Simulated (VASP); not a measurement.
# WS2 in VASP: further runs

The runs below take WS2 through single point, with PBEsol.

Program: VASP 6.6.1. These are calculated values, not measurements. Logs are shortened: lines on timing, memory, paths and dates and some standing lists are left out, and cuts for length are marked.

## (1) The cell of the first run

The cell holds a slab with vacuum, 15 atoms: a = 3.148 Å, b = 6.625 Å, c = 26.915 Å, α = 90.00°, β = 90.00°, γ = 103.74°.

## (2) Single point, PBEsol

The input, INCAR:

```
  PREC = Accurate
  ENCUT = 520
  EDIFF = 1E-6
  ISMEAR = 0
  SIGMA = 0.05
  LREAL = Auto
  LASPH = True
  NELM = 80
  ALGO = Normal
  ISIF = 2
  LWAVE = False
  LCHARG = False
  LDIPOL = True
  IDIPOL = 3
  DIPOL = 0.5 0.5 0.499
  GGA = PS
  NBANDS = 78
  ISYM = 0
```

The input, KPOINTS:

```
regular mesh
0
Gamma
  9 4 1
```

The input, POSCAR:

```
WS2
1.0
    3.1476068056      0.0000000000      0.0000000000
   -1.5738034028      6.4349390149      0.0000000000
    0.0000000000      0.0000000000     26.9151626059
S W
10 5
Direct
    0.1378406627      0.2765472754      0.2783400864
    0.9102052846      0.8196897515      0.2899622923
    0.6714255117      0.3433203867      0.3795595765
    0.4299360921      0.8594334509      0.3951619385
    0.2001152856      0.4002763221      0.4796787102
    0.9592079021      0.9183794739      0.4959369094
    0.7297142551      0.4594226040      0.5801297316
    0.4899497153      0.9798043148      0.5966850979
    0.2640626677      0.5281911474      0.6817025252
    0.0178576796      0.0355781020      0.6990218628
    0.5320149873      0.0640923044      0.3208385288
    0.0601136349      0.1202434878      0.4209675920
    0.5895660525      0.1791288776      0.5213322546
    0.1200794535      0.2401017045      0.6222712378
    0.6490082752      0.2979857162      0.7165014527
```

Potentials or basis: VASP PAW PBE potentials, release 64 (S, W_sv).

On the command line:

```console
> cat potpaw_PBE.64/S/POTCAR potpaw_PBE.64/W_sv/POTCAR > POTCAR
> mpirun -np 1 vasp_std > vasp.out
```

OUTCAR:

```text
PREC = Accurate
   ENCUT = 520
   EDIFF = 1E-6
   ISMEAR = 0
   LREAL = Auto
   LASPH = True
   NELM = 80
   ISIF = 2
   GGA = PS
   ISYM = 0

 ion  position               nearest neighbor table
   1  0.138  0.277  0.278-  11 2.38  11 2.38
   2  0.910  0.820  0.290-  11 2.37  11 2.38
   3  0.671  0.343  0.380-  11 2.39  12 2.40  12 2.40
   4  0.430  0.859  0.395-  11 2.40  12 2.40  12 2.40
   5  0.200  0.400  0.480-  12 2.40  13 2.40  13 2.40
   6  0.959  0.918  0.496-  12 2.40  13 2.40  13 2.40
   7  0.730  0.459  0.580-  14 2.40  14 2.40  13 2.40
   8  0.490  0.980  0.597-  14 2.40  14 2.40  13 2.40
   9  0.264  0.528  0.682-  15 2.36  15 2.36  14 2.45
  10  0.018  0.036  0.699-  15 2.36  15 2.36  14 2.45
  11  0.532  0.064  0.321-   2 2.37   2 2.38   1 2.38   1 2.38   3 2.39   4 2.40  12 3.14  12 3.14

  12  0.060  0.120  0.421-   5 2.40   6 2.40   4 2.40   3 2.40   4 2.40   3 2.40  11 3.14  11 3.14
                            13 3.15  13 3.15
  13  0.590  0.179  0.521-   7 2.40   8 2.40   5 2.40   5 2.40   6 2.40   6 2.40  12 3.15  12 3.15
                            14 3.16  14 3.16
  14  0.120  0.240  0.622-   7 2.40   7 2.40   8 2.40   8 2.40   9 2.45  10 2.45  15 3.01  15 3.01
                            13 3.16  13 3.16
  15  0.649  0.298  0.717-   9 2.36  10 2.36   9 2.36  10 2.36  14 3.01  14 3.01

IMPORTANT INFORMATION: All symmetrisations will be switched off!
NOSYMM: (Re-)initialisation of all symmetry stuff for point group C_1.

----------------------------------------------------------------------------------------

                                     Primitive cell

  volume of cell :     545.1574

  direct lattice vectors                    reciprocal lattice vectors
     3.147606806  0.000000000  0.000000000     0.317701689  0.077700814  0.000000000
    -1.573803403  6.434939015  0.000000000     0.000000000  0.155401628  0.000000000
     0.000000000  0.000000000 26.915162606     0.000000000  0.000000000  0.037153779

  length of vectors
     3.147606806  6.624597895 26.915162606     0.327065406  0.155401628  0.037153779

  position of ions in fractional coordinates (direct lattice)
     0.137840663  0.276547275  0.278340086
     0.910205285  0.819689752  0.289962292
     0.671425512  0.343320387  0.379559577
     0.429936092  0.859433451  0.395161939
     0.200115286  0.400276322  0.479678710
     0.959207902  0.918379474  0.495936909
     0.729714255  0.459422604  0.580129732
     0.489949715  0.979804315  0.596685098
     0.264062668  0.528191147  0.681702525
     0.017857680  0.035578102  0.699021863
     0.532014987  0.064092304  0.320838529
     0.060113635  0.120243488  0.420967592
     0.589566052  0.179128878  0.521332255
     0.120079453  0.240101704  0.622271238
     0.649008275  0.297985716  0.716501453

  ion indices of the primitive-cell ions
   primitive index   ion index
                 1           1
                 2           2
                 3           3
                 4           4
                 5           5
                 6           6
                 7           7
                 8           8
                 9           9
                10          10
                11          11
                12          12
                13          13
                14          14
                15          15

----------------------------------------------------------------------------------------

 KPOINTS: regular mesh

Automatic generation of k-mesh.
 Grid dimensions read from file:
 generate k-points for:    9    4    1

 Generating k-lattice:

  Cartesian coordinates                     Fractional coordinates (reciprocal lattice)
     0.035300188  0.008633424  0.000000000     0.111111111  0.000000000  0.000000000
     0.000000000  0.038850407  0.000000000     0.000000000  0.250000000  0.000000000
     0.000000000  0.000000000  0.037153779     0.000000000  0.000000000  1.000000000

  Length of vectors
[... 22 lines left out ...]
 -----------------------------------------------------------------------------

 WARNING: IBZKPT: internal override: KBLOWUP is changed to .FALSE.
      ... skipping the blow-up phase ...

 Subroutine IBZKPT returns following result:
 ===========================================

 Found     19 irreducible k-points:

 Following reciprocal coordinates:
            Coordinates               Weight
  0.000000  0.000000  0.000000      1.000000
  0.111111  0.000000  0.000000      2.000000
  0.222222  0.000000  0.000000      2.000000
  0.333333  0.000000  0.000000      2.000000
  0.444444  0.000000  0.000000      2.000000
  0.000000  0.250000  0.000000      2.000000
[... 11 lines left out ...]
  0.333333  0.500000  0.000000      2.000000
  0.444444  0.500000  0.000000      2.000000
   k-points           NKPTS =     19   k-points in BZ     NKDIM =     19   number of bands    NBANDS=     78
   number of dos      NEDOS =    301   number of ions     NIONS =     15
   total plane-waves  NPLWV = 240000
   dimension x,y,z NGX =    24 NGY =   50 NGZ =  200
   dimension x,y,z NGXF=    48 NGYF=  100 NGZF=  400
   ions per type =              10   5
   NGX,Y,Z   is equivalent  to a cutoff of  12.68, 12.55, 12.35 a.u.
   NGXF,Y,Z  is equivalent  to a cutoff of  25.35, 25.10, 24.71 a.u.
 SYSTEM =  unknown system
   PREC   = accura    normal or accurate (medium, high low for compatibility)
   ISTART =      0    job   : 0-new  1-cont  2-samecut
   ICHARG =      2    charge: 1-file 2-atom 10-const
   ISPIN  =      1    spin polarized calculation?
   LNONCOLLINEAR =      F non collinear calculations
   LSORBIT =      F    spin-orbit coupling
   LASPH  =      T    aspherical Exc in radial PAW
   ENCUT  =  520.0 eV  38.22 Ry    6.18 a.u.   5.85 12.32 50.04*2*pi/ulx,y,z
   NELM   =     80;   NELMIN=  2; NELMDL= -5     # of ELM steps
   EDIFF  = 0.1E-05   stopping-criterion for ELM
   LREAL  =      T    real-space projection
   EDIFFG = 0.1E-04   stopping-criterion for IOM
   NSW    =      0    number of steps for IOM
   IBRION =     -1    ionic relax: 0-MD 1-quasi-New 2-CG
   NFREE  =      0    steps in history (QN), initial steepest desc. (CG)
   ISIF   =      2    stress and relaxation
   ISYM   =      0    0-nonsym 1-usesym 2-fastsym
   POTIM  = 0.5000    time-step for ionic-motion
   TEBEG  =    0.0;   TEEND  =   0.0 temperature during run
   PSTRESS=    0.0 pullay stress
   NELECT =     130.0000    total number of electrons
   NUPDOWN=      -1.0000    fix difference up-down
   EMIN   =  10.00;   EMAX   =-10.00  energy-range for DOS
   EFERMI =   0.00;   METHOD = LEGACY
   ISMEAR =     0;   SIGMA  =   0.05  broadening in eV -4-tet -1-fermi 0-gaus
   EFERMI_NEDOS =   21; number of points for ismear=-14 and -15
   IALGO  =     38    algorithm
   IMIX   =      4    mixing-type and parameters
     AMIX     =   0.40;   BMIX     =  1.00
     AMIX_MAG =   1.60;   BMIX_MAG =  1.00
  volume/ion in A,a.u.               =      36.34       245.26
  Fermi-wavevector in a.u.,A,eV,Ry     =   1.015193  1.918437 14.022395  1.030617
  Thomas-Fermi vector in A             =   2.148465
   LORBIT       =      0    0 simple, 1 ext, 2 COOP (PROOUT), +10 PAW based schemes
   GGA     = PS    functional components
   LHFCALC =     F    Hartree Fock is set to
   AEXX    =    0.0000 exact exchange contribution
   IVDW    =     0    specifies the selected vdW correction
   LEPSILON=     F    determine dielectric tensor
   LRPA    =     F    only Hartree local field effects (RPA)
 non-spin polarized calculation
 Gauss-broadening in eV      SIGMA  =   0.05
  energy-cutoff  :      520.00
  volume of cell :      545.16
 maximum number of plane-waves:     14723
   NGX = 11   NGY = 25   NGZ =101

 dipolmoment           0.000000      0.000000      0.135973 electrons x Angstroem

 number of electron     130.0000005 magnetization

 dipolmoment           0.000000      0.000000     -0.178980 electrons x Angstroem

 Free energy of the ion-electron system (eV)
  ---------------------------------------------------
  ext. energy  EPLUGINS =         0.00000000
  ---------------------------------------------------
  free energy    TOTEN  =      -121.12060737 eV

  energy without entropy =     -121.10616475  energy(sigma->0) =     -121.11338606

 E-fermi :   0.8265     XC(G=0):  -6.0810

 val. band max:        0.8126242577   @ k =   0.0000   0.2500   0.0000
 cond. band min:       0.8298841941   @ k =   0.4444   0.0000   0.0000
 fundamental gap:      0.0172599364
 Fermi energy:         0.8264588459

 k-point     1 :       0.0000    0.0000    0.0000
  band No.  band energies     occupation
      1     -73.8081      2.00000
      2     -73.7431      2.00000
      3     -73.6100      2.00000
      4     -73.3600      2.00000
      5     -73.3485      2.00000
      6     -38.2250      2.00000
[... 1509 lines left out ...]
     76       3.8819      0.00000
     77       4.0732      0.00000
 [bands above 77 left out]

------------------------ aborting loop because EDIFF is reached ----------------------------------------

 vacuum level on the upper side and lower side of the slab       (xc-potential included)        -1.065         0.497

  FORCE on cell =-STRESS in cart. coord.  units (eV):
  Direction    XX          YY          ZZ          XY          YZ          ZX
  --------------------------------------------------------------------------------------
  -------------------------------------------------------------------------------------
  Total       -5.4164159     -0.8932381      0.1352533     -0.0233198     -0.0117442     -0.0029032
  in kB      -15.9184459     -2.6251609      0.3974996     -0.0685351     -0.0345154     -0.0085323
  external PRESSURE =      -6.0487024 kB  Pullay stress =       0.0000000 kB

 VOLUME and BASIS-vectors are now :
 -----------------------------------------------------------------------------
  energy-cutoff  :      520.00
  volume of cell :      545.16
      direct lattice vectors                 reciprocal lattice vectors
     3.147606806  0.000000000  0.000000000     0.317701689  0.077700814  0.000000000
    -1.573803403  6.434939015  0.000000000     0.000000000  0.155401628  0.000000000
     0.000000000  0.000000000 26.915162606     0.000000000  0.000000000  0.037153779

 POSITION                                       TOTAL-FORCE (eV/Angst)
 -----------------------------------------------------------------------------------
     -0.00136      1.77956      7.49157         0.000444      0.003175     -0.010256
      1.57494      5.27465      7.80438         0.000362     -0.012877     -0.012301
      1.57306      2.20925     10.21591        -0.000226      0.021329      0.007532
      0.00069      5.53040     10.63585         0.000296     -0.020381     -0.003945
     -0.00007      2.57575     12.91063         0.000895      0.020894      0.000523
      1.57386      5.90972     13.34822        -0.001266     -0.022447      0.002206
      1.57381      2.95636     15.61429        -0.000354      0.020923     -0.003534
      0.00015      6.30498     16.05988         0.001174     -0.021006      0.001309
     -0.00010      3.39888     18.34813         0.001291      0.029741     -0.000645
      0.00022      0.22894     18.81429        -0.000082     -0.031937      0.008105
      1.57371      0.41243      8.63542        -0.000628      0.000418     -0.001814
     -0.00003      0.77376     11.33041         0.000805      0.003237     -0.004632
      1.57381      1.15268     14.03174         0.000929      0.002562     -0.001164
      0.00009      1.54504     16.74853        -0.002662      0.003845      0.002766
      1.57385      1.91752     19.28475        -0.000980      0.002525      0.015849
 -----------------------------------------------------------------------------------
    total drift:                               -0.000379     -0.004061     -0.007966

  FREE ENERGIE OF THE ION-ELECTRON SYSTEM (eV)
  ---------------------------------------------------
  free  energy   TOTEN  =      -121.1206073709 eV

  energy  without entropy=     -121.1061647499  energy(sigma->0) =     -121.11338606

 vacuum level on the upper side and lower side of the slab         5.015         6.615
```

Run time: 31 min. Hardware: 1 thread of Intel Xeon 6975P-C (Granite Rapids), shared host; peak memory 0.82 GiB.

What came out:

```yaml
Free_energy: -121.1206 eV
Largest_force: 0.033 eV/Å
Band_gap_on_the_k_mesh: zero (bands 65 and 66 overlap by 0.24 eV)
```

Forces on the atoms (eV/Å):
```
S    0.000  0.003 -0.010
S    0.000 -0.013 -0.012
S    0.000  0.021  0.008
S    0.000 -0.020 -0.004
S    0.001  0.021  0.001
S   -0.001 -0.022  0.002
S    0.000  0.021 -0.004
S    0.001 -0.021  0.001
S    0.001  0.030 -0.001
S    0.000 -0.032  0.008
W   -0.001  0.000 -0.002
W    0.001  0.003 -0.005
W    0.001  0.003 -0.001
W   -0.003  0.004  0.003
W   -0.001  0.003  0.016
```

Caveat: the PAW data sets were made with another functional, which shifts forces and pressure a little; spin-orbit coupling is left out, which moves the levels of the heavy elements.

(Continued in part 2 of 2.)
